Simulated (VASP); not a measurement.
# ZrH2 (Fm-3m) in VASP: notebook

The runs below take ZrH2 through single point, with PBEsol.

All numbers are computed with VASP 6.6.1; they aren't measurements. Logs are shortened: lines on timing, memory, paths and dates and some standing lists are left out, and cuts for length are marked.

## 1. The cell of the first run

Symmetry: Fm-3m, No. 225, cubic system. Conventional cell: a = 4.764 Å, b = 4.764 Å, c = 4.764 Å, α = 90.00°, β = 90.00°, γ = 90.00°. Within 2.7 Å of Zr (site symmetry m-3m) lie 8 H at 2.06 Å. H (site symmetry -43m) has 4 Zr at 2.06 Å and 6 H at 2.38 Å within 2.7 Å.

## 2. Single point, PBEsol

File INCAR:

```
ALGO = Normal ; EDIFF = 1E-6
ENCUT = 520 ; GGA = PS
ISIF = 2 ; ISMEAR = 0
LASPH = T ; LCHARG = T
LELF = T ; LREAL = F
LVHAR = T ; LWAVE = F
NBANDS = 14 ; NELM = 100
PREC = Accurate ; SIGMA = 0.05
```

File KPOINTS:

```
k-points
0
Gamma
  10 10 10
```

File POSCAR:

```
ZrH2
1.0
    0.0000000000      2.3818634075      2.3818634075
    2.3818634075      0.0000000000      2.3818634075
    2.3818634075      2.3818634075      0.0000000000
Zr H
1 2
Direct
    0.0000000000      0.0000000000      0.0000000000
    0.2500000000      0.2500000000      0.2500000000
    0.7500000000      0.7500000000      0.7500000000
```

Potentials or basis: VASP PAW PBE potentials, release 64 (Zr_sv, H).

Command:

```console
$ cat potpaw_PBE.64/Zr_sv/POTCAR potpaw_PBE.64/H/POTCAR > POTCAR
$ mpirun -np 1 vasp_std > vasp.out
```

OUTCAR:

```text
EDIFF = 1E-6
   ENCUT = 520
   GGA = PS
   ISIF = 2
   ISMEAR = 0
   LASPH = T
   LREAL = F
   NELM = 100
   PREC = Accurate

 ion  position               nearest neighbor table
   1  0.000  0.000  0.000-   3 2.06   3 2.06   3 2.06   2 2.06   3 2.06   2 2.06   2 2.06   2 2.06

   2  0.250  0.250  0.250-   1 2.06   1 2.06   1 2.06   1 2.06
   3  0.750  0.750  0.750-   1 2.06   1 2.06   1 2.06   1 2.06

  LATTYP: Found a face centered cubic cell.
 ALAT       =     4.7637268150

  Lattice vectors:

 A1 = (   0.0000000000,   2.3818634075,   2.3818634075)
 A2 = (   2.3818634075,   0.0000000000,   2.3818634075)
 A3 = (   2.3818634075,   2.3818634075,   0.0000000000)

Analysis of symmetry for initial positions (statically):
=====================================================================
 Subroutine PRICEL returns:
 Original cell was already a primitive cell.

 Routine SETGRP: Setting up the symmetry group for a
 face centered cubic supercell.

 Subroutine GETGRP returns: Found 48 space group operations
 (whereof 48 operations were pure point group operations)
 out of a pool of 48 trial point group operations.

The static configuration has the point symmetry O_h .

Analysis of symmetry for dynamics (positions and initial velocities):
=====================================================================
 Subroutine PRICEL returns:
 Original cell was already a primitive cell.

 Routine SETGRP: Setting up the symmetry group for a
 face centered cubic supercell.

 Subroutine GETGRP returns: Found 48 space group operations
 (whereof 48 operations were pure point group operations)
 out of a pool of 48 trial point group operations.

The dynamic configuration has the point symmetry O_h .

 Subroutine INISYM returns: Found 48 space group operations
 (whereof 48 operations are pure point group operations),
 and found     1 'primitive' translations

----------------------------------------------------------------------------------------

                                     Primitive cell

  volume of cell :      27.0259

  direct lattice vectors                    reciprocal lattice vectors
     0.000000000  2.381863408  2.381863408    -0.209919678  0.209919678  0.209919678
     2.381863408  0.000000000  2.381863408     0.209919678 -0.209919678  0.209919678
     2.381863408  2.381863408  0.000000000     0.209919678  0.209919678 -0.209919678

  length of vectors
     3.368463535  3.368463535  3.368463535     0.363591548  0.363591548  0.363591548

  position of ions in fractional coordinates (direct lattice)
     0.000000000  0.000000000  0.000000000
     0.250000000  0.250000000  0.250000000
     0.750000000  0.750000000  0.750000000

  ion indices of the primitive-cell ions
   primitive index   ion index
                 1           1
                 2           2
                 3           3

----------------------------------------------------------------------------------------

 KPOINTS: k-points

Automatic generation of k-mesh.
 Grid dimensions read from file:
 generate k-points for:   10   10   10

 Generating k-lattice:

  Cartesian coordinates                     Fractional coordinates (reciprocal lattice)
    -0.020991968  0.020991968  0.020991968     0.100000000  0.000000000  0.000000000
     0.020991968 -0.020991968  0.020991968     0.000000000  0.100000000  0.000000000
     0.020991968  0.020991968 -0.020991968     0.000000000  0.000000000  0.100000000

  Length of vectors
     0.036359155  0.036359155  0.036359155

  Shift w.r.t. Gamma in fractional coordinates (k-lattice)
     0.000000000  0.000000000  0.000000000

 Subroutine IBZKPT returns following result:
 ===========================================

 Found     47 irreducible k-points:

 Following reciprocal coordinates:
            Coordinates               Weight
  0.000000  0.000000  0.000000      1.000000
  0.100000  0.000000  0.000000      8.000000
  0.200000  0.000000  0.000000      8.000000
  0.300000  0.000000  0.000000      8.000000
  0.400000  0.000000  0.000000      8.000000
  0.500000  0.000000  0.000000      4.000000
[... 16 lines left out ...]
  0.300000  0.300000  0.000000      6.000000
  0.400000  0.300000  0.000000     24.000000
 [... further k-points ...]
   k-points           NKPTS =     47   k-points in BZ     NKDIM =     47   number of bands    NBANDS=     14
   number of dos      NEDOS =    301   number of ions     NIONS =      3
   total plane-waves  NPLWV =  21952
   dimension x,y,z NGX =    28 NGY =   28 NGZ =   28
   dimension x,y,z NGXF=    56 NGYF=   56 NGZF=   56
   ions per type =               1   2
   NGX,Y,Z   is equivalent  to a cutoff of  13.82, 13.82, 13.82 a.u.
   NGXF,Y,Z  is equivalent  to a cutoff of  27.64, 27.64, 27.64 a.u.
 SYSTEM =  unknown system
   PREC   = accura    normal or accurate (medium, high low for compatibility)
   ISTART =      0    job   : 0-new  1-cont  2-samecut
   ICHARG =      2    charge: 1-file 2-atom 10-const
   ISPIN  =      1    spin polarized calculation?
   LNONCOLLINEAR =      F non collinear calculations
   LSORBIT =      F    spin-orbit coupling
   LASPH  =      T    aspherical Exc in radial PAW
   ENCUT  =  520.0 eV  38.22 Ry    6.18 a.u.   6.26  6.26  6.26*2*pi/ulx,y,z
   NELM   =    100;   NELMIN=  2; NELMDL= -5     # of ELM steps
   EDIFF  = 0.1E-05   stopping-criterion for ELM
   LREAL  =      F    real-space projection
   EDIFFG = 0.1E-04   stopping-criterion for IOM
   NSW    =      0    number of steps for IOM
   IBRION =     -1    ionic relax: 0-MD 1-quasi-New 2-CG
   NFREE  =      0    steps in history (QN), initial steepest desc. (CG)
   ISIF   =      2    stress and relaxation
   ISYM   =      2    0-nonsym 1-usesym 2-fastsym
   POTIM  = 0.5000    time-step for ionic-motion
   TEBEG  =    0.0;   TEEND  =   0.0 temperature during run
   PSTRESS=    0.0 pullay stress
   NELECT =      14.0000    total number of electrons
   NUPDOWN=      -1.0000    fix difference up-down
   EMIN   =  10.00;   EMAX   =-10.00  energy-range for DOS
   EFERMI =   0.00;   METHOD = LEGACY
   ISMEAR =     0;   SIGMA  =   0.05  broadening in eV -4-tet -1-fermi 0-gaus
   EFERMI_NEDOS =   21; number of points for ismear=-14 and -15
   IALGO  =     38    algorithm
   IMIX   =      4    mixing-type and parameters
     AMIX     =   0.40;   BMIX     =  1.00
     AMIX_MAG =   1.60;   BMIX_MAG =  1.00
  volume/ion in A,a.u.               =       9.01        60.79
  Fermi-wavevector in a.u.,A,eV,Ry     =   1.314793  2.484598 23.520122  1.728680
  Thomas-Fermi vector in A             =   2.445021
   LORBIT       =      0    0 simple, 1 ext, 2 COOP (PROOUT), +10 PAW based schemes
   GGA     = PS    functional components
   LHFCALC =     F    Hartree Fock is set to
   AEXX    =    0.0000 exact exchange contribution
   IVDW    =     0    specifies the selected vdW correction
   LEPSILON=     F    determine dielectric tensor
   LRPA    =     F    only Hartree local field effects (RPA)
 non-spin polarized calculation
 Gauss-broadening in eV      SIGMA  =   0.05
  energy-cutoff  :      520.00
  volume of cell :       27.03
 maximum number of plane-waves:       745
 NGX is ok and might be reduce to    28
   NGX = 13   NGY = 13   NGZ = 13

 number of electron      14.0000000 magnetization

 Free energy of the ion-electron system (eV)
  ---------------------------------------------------
  ext. energy  EPLUGINS =         0.00000000
  ---------------------------------------------------
  free energy    TOTEN  =       -17.58073980 eV

  energy without entropy =      -17.57831831  energy(sigma->0) =      -17.57952905

 E-fermi :   8.6101     XC(G=0): -11.4243

 val. band max:        8.5646526558   @ k =  -0.1000   0.1000   0.0000
 cond. band min:       8.6114981947   @ k =  -0.1000   0.1000   0.0000
 fundamental gap:      0.0468455389
 Fermi energy:         8.6100638141

 k-point     1 :       0.0000    0.0000    0.0000
  band No.  band energies     occupation
      1     -40.4724      2.00000
      2     -18.2335      2.00000
      3     -18.2335      2.00000
      4     -18.2335      2.00000
      5      -1.1140      2.00000
      6       7.3397      2.00000
      7       8.2672      2.00000
      8       8.2672      2.00000
      9       8.2672      2.00000
     10      10.9617      0.00000
     11      10.9617      0.00000
     12      19.6997      0.00000
     13      20.9978      0.00000
     14      20.9978      0.00000

 k-point     2 :       0.1000    0.0000    0.0000
  band No.  band energies     occupation
      1     -40.4640      2.00000
      2     -18.3085      2.00000
      3     -18.2423      2.00000
      4     -18.2423      2.00000
      5      -0.8582      2.00000
      6       5.9708      2.00000
      7       8.3984      2.00000
      8       8.3984      2.00000
      9       9.9513      0.00000
     10      10.8366      0.00000
     11      10.8366      0.00000
     12      18.1957      0.00000
     13      21.5427      0.00000
     14      21.5427      0.00000

 k-point     3 :       0.2000    0.0000    0.0000
  band No.  band energies     occupation
      1     -40.4419      2.00000
      2     -18.5000      2.00000
      3     -18.2651      2.00000
      4     -18.2651      2.00000
      5      -0.1841      2.00000
      6       4.6711      2.00000
      7       8.6424      0.36000
      8       8.6424      0.36000
      9      10.7287      0.00000
     10      10.7287      0.00000
     11      12.0529      0.00000
     12      16.8286      0.00000
     13      22.0345      0.00000
     14      22.9994      0.00000
[... 324 lines left out ...]
 k-point    23 :       0.3000    0.3000    0.0000
  band No.  band energies     occupation
      1     -40.3954      2.00000
      2     -18.7238      2.00000
      3     -18.3927      2.00000
      4     -18.3927      2.00000
      5       1.5762      2.00000
      6       2.8977      2.00000
      7       7.4714      2.00000
      8      10.2105      0.00000
      9      10.2105      0.00000
     10      11.9363      0.00000
     11      15.6758      0.00000
     12      18.1634      0.00000
     13      19.3045      0.00000
     14      19.3045      0.00000

 k-point    24 :       0.4000    0.3000    0.0000
  band No.  band energies     occupation
      1     -40.3777      2.00000
      2     -18.8194      2.00000
      3     -18.4459      2.00000
      4     -18.4198      2.00000
      5       2.3041      2.00000
      6       2.5962      2.00000
      7       6.7508      2.00000
      8      10.5460      0.00000
      9      11.0986      0.00000
     10      12.3484      0.00000
     11      16.5629      0.00000
     12      17.4725      0.00000
     13      18.2218      0.00000
     14      18.2275      0.00000

 [... further k-points ...]

------------------------ aborting loop because EDIFF is reached ----------------------------------------

  FORCE on cell =-STRESS in cart. coord.  units (eV):
  Direction    XX          YY          ZZ          XY          YZ          ZX
  --------------------------------------------------------------------------------------
  -------------------------------------------------------------------------------------
  Total       -0.0088784     -0.0088784     -0.0088784      0.0000000      0.0000000      0.0000000
  in kB       -0.5263377     -0.5263377     -0.5263377      0.0000000      0.0000000      0.0000000
  external PRESSURE =      -0.5263377 kB  Pullay stress =       0.0000000 kB

 VOLUME and BASIS-vectors are now :
 -----------------------------------------------------------------------------
  energy-cutoff  :      520.00
  volume of cell :       27.03
      direct lattice vectors                 reciprocal lattice vectors
     0.000000000  2.381863408  2.381863408    -0.209919678  0.209919678  0.209919678
     2.381863408  0.000000000  2.381863408     0.209919678 -0.209919678  0.209919678
     2.381863408  2.381863408  0.000000000     0.209919678  0.209919678 -0.209919678

 POSITION                                       TOTAL-FORCE (eV/Angst)
 -----------------------------------------------------------------------------------
      0.00000      0.00000      0.00000         0.000000      0.000000     -0.000000
      1.19093      1.19093      1.19093         0.000000      0.000000     -0.000000
      3.57280      3.57280      3.57280        -0.000000     -0.000000      0.000000
 -----------------------------------------------------------------------------------
    total drift:                               -0.000000     -0.000000      0.000000

  FREE ENERGIE OF THE ION-ELECTRON SYSTEM (eV)
  ---------------------------------------------------
  free  energy   TOTEN  =       -17.5807398002 eV

  energy  without entropy=      -17.5783183095  energy(sigma->0) =      -17.57952905
```

Wall time 10 s (1 thread of AMD EPYC 9R45 (Zen 5), shared host); peak memory 0.13 GiB.

What came out:

| Property | Result |
| --- | --- |
| Free energy | -17.5807 eV |
| Pressure | -0.1 GPa |
| Band gap on the k mesh | zero (band 7 reaches 9.07 eV, above the bottom of band 8 at 8.27 eV) |

Caveat: the PAW data sets were made with another functional, which shifts forces and pressure a little.

## 3. Single point, PBEsol

This run uses another cell than the first one, of 10.62 Å³/atom, 1.178 times its volume.

File INCAR:

```
ALGO = Normal ; EDIFF = 1E-6
ENCUT = 520 ; GGA = PS
ISIF = 2 ; ISMEAR = 0
LASPH = T ; LCHARG = F
LREAL = F ; LWAVE = F
NBANDS = 14 ; NELM = 100
PREC = Accurate ; SIGMA = 0.05
```

KPOINTS is that of step 2.

File POSCAR:

```
ZrH2
1.0
    0.0000000000      2.5158986785      2.5158986785
    2.5158986785      0.0000000000      2.5158986785
    2.5158986785      2.5158986785      0.0000000000
Zr H
1 2
Direct
    0.0000000000      0.0000000000      0.0000000000
    0.2500000000      0.2500000000      0.2500000000
    0.7500000000      0.7500000000      0.7500000000
```

Potentials or basis: VASP PAW PBE potentials, release 64 (Zr_sv, H).

Command:

```console
$ cat potpaw_PBE.64/Zr_sv/POTCAR potpaw_PBE.64/H/POTCAR > POTCAR
$ mpirun -np 1 vasp_std > vasp.out
```

Run time: 12 s. Hardware: 1 thread of AMD EPYC 9R45 (Zen 5), shared host; peak memory 0.14 GiB.

Results (log left out):

```
Free energy            : -17.2931 eV
Pressure               : -17.0 GPa
Band gap on the k mesh : zero (band 7 reaches 7.41 eV, above the bottom of band 8 at 6.71 eV)
```

Levels at points of the mesh, in eV from the Fermi level:
```tsv
k point	band 3	band 4	band 5	band 6	band 7	band 8	band 9	band 10	band 11	band 12
(0.00, 0.00, 0.00)	-27.33	-27.33	-9.02	-1.19	-0.29	-0.29	-0.29	1.88	1.88	10.06
(0.50, 0.00, 0.00)	-27.39	-27.39	-6.81	-4.46	-0.17	-0.17	3.00	3.00	4.50	5.25
(0.50, 0.50, 0.00)	-27.47	-27.47	-5.88	-4.58	-2.92	3.14	3.18	3.18	5.92	5.92
```

Caveat: the PAW data sets were made with another functional, which shifts forces and pressure a little.
